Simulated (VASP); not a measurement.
# ZrS2 (P-3m1) in VASP: single point with PBE

Aim: the single point of ZrS2 with PBE.

All numbers are computed with VASP 6.6.1; they aren't measurements. Logs are shortened: lines on timing, memory, paths and dates and some standing lists are left out, and cuts for length are marked.

**1. The cell of the first run**

The structure is trigonal, space group P-3m1 (No. 164). The conventional cell has a = 3.691 Å, b = 3.691 Å, c = 6.041 Å, α = 90.00°, β = 90.00°, γ = 120.00°. Within 3.4 Å of Zr (site symmetry -3m) lie 6 S at 2.57 Å. S (site symmetry 3m) has 3 Zr at 2.57 Å within 3.4 Å.

**2. Single point, PBE**

Input file INCAR:

```
PREC = Accurate
ENCUT = 500
EDIFF = 1E-6
ISMEAR = 0
SIGMA = 0.01
LREAL = False
LASPH = True
NELM = 120
ALGO = Normal
ISIF = 2
LWAVE = False
LCHARG = False
GGA = PE
NBANDS = 19
GGA_COMPAT = False
```

Input file KPOINTS:

```
Automatic mesh
0
Gamma
  2 2 1
```

Input file POSCAR:

```
ZrS2
1.0
    3.6913830000      0.0000000000      0.0000000000
   -1.8456915000      3.1968314531      0.0000000000
    0.0000000000      0.0000000000      6.0410770000
Zr S
1 2
Direct
    0.0000000000      0.0000000000      0.0000000000
    0.6666666667      0.3333333333      0.7620900000
    0.3333333333      0.6666666667      0.2379100000
```

Potentials or basis: VASP PAW PBE potentials, release 64 (Zr_sv, S).

The run is started by

```
$ cat potpaw_PBE.64/Zr_sv/POTCAR potpaw_PBE.64/S/POTCAR > POTCAR
$ mpirun -np 1 vasp_std > vasp.out
```

OUTCAR:

```text
PREC = Accurate
   ENCUT = 500
   EDIFF = 1E-6
   ISMEAR = 0
   LREAL = False
   LASPH = True
   NELM = 120
   ISIF = 2
   GGA = PE

 ion  position               nearest neighbor table
   1  0.000  0.000  0.000-   2 2.57   3 2.57   2 2.57   3 2.57   2 2.57   3 2.57
   2  0.667  0.333  0.762-   1 2.57   1 2.57   1 2.57
   3  0.333  0.667  0.238-   1 2.57   1 2.57   1 2.57

  LATTYP: Found a hexagonal cell.
 ALAT       =     3.6913830000
 C/A-ratio  =     1.6365348705

  Lattice vectors:

 A1 = (   3.6913830000,   0.0000000000,   0.0000000000)
 A2 = (  -1.8456915000,   3.1968314531,   0.0000000000)
 A3 = (   0.0000000000,   0.0000000000,   6.0410770000)

Analysis of symmetry for initial positions (statically):
=====================================================================
 Subroutine PRICEL returns:
 Original cell was already a primitive cell.

 Routine SETGRP: Setting up the symmetry group for a
 hexagonal supercell.

 Subroutine GETGRP returns: Found 12 space group operations
 (whereof 12 operations were pure point group operations)
 out of a pool of 24 trial point group operations.

The static configuration has the point symmetry D_3d.

Analysis of symmetry for dynamics (positions and initial velocities):
=====================================================================
 Subroutine PRICEL returns:
 Original cell was already a primitive cell.

 Routine SETGRP: Setting up the symmetry group for a
 hexagonal supercell.

 Subroutine GETGRP returns: Found 12 space group operations
 (whereof 12 operations were pure point group operations)
 out of a pool of 24 trial point group operations.

The dynamic configuration has the point symmetry D_3d.

 Subroutine INISYM returns: Found 12 space group operations
 (whereof 12 operations are pure point group operations),
 and found     1 'primitive' translations

----------------------------------------------------------------------------------------

                                     Primitive cell

  volume of cell :      71.2891

  direct lattice vectors                    reciprocal lattice vectors
     3.691383000  0.000000000  0.000000000     0.270901177  0.156404868  0.000000000
    -1.845691500  3.196831453  0.000000000     0.000000000  0.312809735  0.000000000
     0.000000000  0.000000000  6.041077000     0.000000000  0.000000000  0.165533397

  length of vectors
     3.691383000  3.691383000  6.041077000     0.312809735  0.312809735  0.165533397

  position of ions in fractional coordinates (direct lattice)
     0.000000000  0.000000000  0.000000000
     0.666666667  0.333333333  0.762090000
     0.333333333  0.666666667  0.237910000

  ion indices of the primitive-cell ions
   primitive index   ion index
                 1           1
                 2           2
                 3           3

----------------------------------------------------------------------------------------

 KPOINTS: Automatic mesh

Automatic generation of k-mesh.
 Grid dimensions read from file:
 generate k-points for:    2    2    1

 Generating k-lattice:

  Cartesian coordinates                     Fractional coordinates (reciprocal lattice)
     0.135450589  0.078202434  0.000000000     0.500000000  0.000000000  0.000000000
     0.000000000  0.156404868  0.000000000     0.000000000  0.500000000  0.000000000
     0.000000000  0.000000000  0.165533397     0.000000000  0.000000000  1.000000000

  Length of vectors
     0.156404868  0.156404868  0.165533397

  Shift w.r.t. Gamma in fractional coordinates (k-lattice)
     0.000000000  0.000000000  0.000000000

 Subroutine IBZKPT returns following result:
 ===========================================

 Found      2 irreducible k-points:

 Following reciprocal coordinates:
            Coordinates               Weight
  0.000000  0.000000  0.000000      1.000000
  0.500000  0.000000  0.000000      3.000000
   k-points           NKPTS =      2   k-points in BZ     NKDIM =      2   number of bands    NBANDS=     19
   number of dos      NEDOS =    301   number of ions     NIONS =      3
   total plane-waves  NPLWV =  37632
   dimension x,y,z NGX =    28 NGY =   28 NGZ =   48
   dimension x,y,z NGXF=    56 NGYF=   56 NGZF=   96
   ions per type =               1   2
   NGX,Y,Z   is equivalent  to a cutoff of  12.61, 12.61, 13.21 a.u.
   NGXF,Y,Z  is equivalent  to a cutoff of  25.22, 25.22, 26.42 a.u.
 SYSTEM =  unknown system
   PREC   = accura    normal or accurate (medium, high low for compatibility)
   ISTART =      0    job   : 0-new  1-cont  2-samecut
   ICHARG =      2    charge: 1-file 2-atom 10-const
   ISPIN  =      1    spin polarized calculation?
   LNONCOLLINEAR =      F non collinear calculations
   LSORBIT =      F    spin-orbit coupling
   LASPH  =      T    aspherical Exc in radial PAW
   ENCUT  =  500.0 eV  36.75 Ry    6.06 a.u.   6.73  6.73 11.01*2*pi/ulx,y,z
   NELM   =    120;   NELMIN=  2; NELMDL= -5     # of ELM steps
   EDIFF  = 0.1E-05   stopping-criterion for ELM
   LREAL  =      F    real-space projection
[... 7 lines left out ...]
   TEBEG  =    0.0;   TEEND  =   0.0 temperature during run
   PSTRESS=    0.0 pullay stress
   NELECT =      24.0000    total number of electrons
   NUPDOWN=      -1.0000    fix difference up-down
   EMIN   =  10.00;   EMAX   =-10.00  energy-range for DOS
   EFERMI =   0.00;   METHOD = LEGACY
   ISMEAR =     0;   SIGMA  =   0.01  broadening in eV -4-tet -1-fermi 0-gaus
   EFERMI_NEDOS =   21; number of points for ismear=-14 and -15
   IALGO  =     38    algorithm
   IMIX   =      4    mixing-type and parameters
     AMIX     =   0.40;   BMIX     =  1.00
     AMIX_MAG =   1.60;   BMIX_MAG =  1.00
  volume/ion in A,a.u.               =      23.76       160.36
  Fermi-wavevector in a.u.,A,eV,Ry     =   1.138861  2.152136 17.646825  1.297005
  Thomas-Fermi vector in A             =   2.275565
   LORBIT       =      0    0 simple, 1 ext, 2 COOP (PROOUT), +10 PAW based schemes
   GGA     = PE    functional components
   LHFCALC =     F    Hartree Fock is set to
   AEXX    =    0.0000 exact exchange contribution
   IVDW    =     0    specifies the selected vdW correction
   LEPSILON=     F    determine dielectric tensor
   LRPA    =     F    only Hartree local field effects (RPA)
 non-spin polarized calculation
 Gauss-broadening in eV      SIGMA  =   0.01
  energy-cutoff  :      500.00
  volume of cell :       71.29
 maximum number of plane-waves:      1818
 NGX is ok and might be reduce to    28
   NGX = 13   NGY = 13   NGZ = 23

 number of electron      23.9999999 magnetization

 Free energy of the ion-electron system (eV)
  ---------------------------------------------------
  ext. energy  EPLUGINS =         0.00000000
  ---------------------------------------------------
  free energy    TOTEN  =       -20.65855930 eV

  energy without entropy =      -20.65855930  energy(sigma->0) =      -20.65855930

 E-fermi :   4.2909     XC(G=0):  -9.3094

 val. band max:        4.2170737569   @ k =   0.0000   0.0000   0.0000
 cond. band min:       5.2126805592   @ k =   0.5000   0.0000   0.0000
 fundamental gap:      0.9956068023
 Fermi energy:         4.2909497259

 k-point     1 :       0.0000    0.0000    0.0000
  band No.  band energies     occupation
      1     -45.1926      2.00000
      2     -23.2847      2.00000
      3     -23.0485      2.00000
      4     -23.0485      2.00000
      5      -8.3068      2.00000
      6      -6.9036      2.00000
[... 11 lines left out ...]
     18       9.9662      0.00000
     19      10.0561      0.00000

 k-point     2 :       0.5000    0.0000    0.0000
  band No.  band energies     occupation
      1     -45.1758      2.00000
      2     -23.2859      2.00000
      3     -23.2329      2.00000
      4     -23.1004      2.00000
      5      -7.3424      2.00000
      6      -6.9134      2.00000
[... 11 lines left out ...]
     18      10.8808      0.00000
     19      12.0856      0.00000

------------------------ aborting loop because EDIFF is reached ----------------------------------------

  FORCE on cell =-STRESS in cart. coord.  units (eV):
  Direction    XX          YY          ZZ          XY          YZ          ZX
  --------------------------------------------------------------------------------------
  -------------------------------------------------------------------------------------
  Total        2.1329976      2.1329976     -1.4939190      0.0000000      0.0000000      0.0000000
  in kB       47.9377594     47.9377594    -33.5748761      0.0000000      0.0000000      0.0000000
  external PRESSURE =      20.7668809 kB  Pullay stress =       0.0000000 kB

 VOLUME and BASIS-vectors are now :
 -----------------------------------------------------------------------------
  energy-cutoff  :      500.00
  volume of cell :       71.29
      direct lattice vectors                 reciprocal lattice vectors
     3.691383000  0.000000000  0.000000000     0.270901177  0.156404868  0.000000000
    -1.845691500  3.196831453  0.000000000     0.000000000  0.312809735  0.000000000
     0.000000000  0.000000000  6.041077000     0.000000000  0.000000000  0.165533397

 POSITION                                       TOTAL-FORCE (eV/Angst)
 -----------------------------------------------------------------------------------
      0.00000      0.00000      0.00000        -0.000000      0.000000     -0.000000
      1.84569      1.06561      4.60384        -0.000000      0.000000      0.327901
     -0.00000      2.13122      1.43723         0.000000      0.000000     -0.327901
 -----------------------------------------------------------------------------------
    total drift:                                0.000000      0.000000     -0.000000

  FREE ENERGIE OF THE ION-ELECTRON SYSTEM (eV)
  ---------------------------------------------------
  free  energy   TOTEN  =       -20.6585592980 eV

  energy  without entropy=      -20.6585592980  energy(sigma->0) =      -20.65855930
```

Run time: 9.9 s. Hardware: 1 thread of AMD EPYC 7R43 (Zen 3), shared host; peak memory 0.14 GiB.

Results:

| Item | Value |
| --- | --- |
| Free energy | -20.6586 eV |
| Pressure | 2.1 GPa |
| Largest force | 0.328 eV/Å |
| Band gap on the k mesh | 1.00 eV (least direct gap 1.34 eV) |

Forces on the atoms (eV/Å):
```
Zr   0.000  0.000  0.000
S    0.000  0.000  0.328
S    0.000  0.000 -0.328
```

Caveat: the k points lie up to 1.04 Å⁻¹ apart; an odd mesh through Γ misses points on the zone boundary, where band edges can lie; this functional lacks dispersion, which binds the layers, so the pressure and a relaxed spacing across them are unreliable.
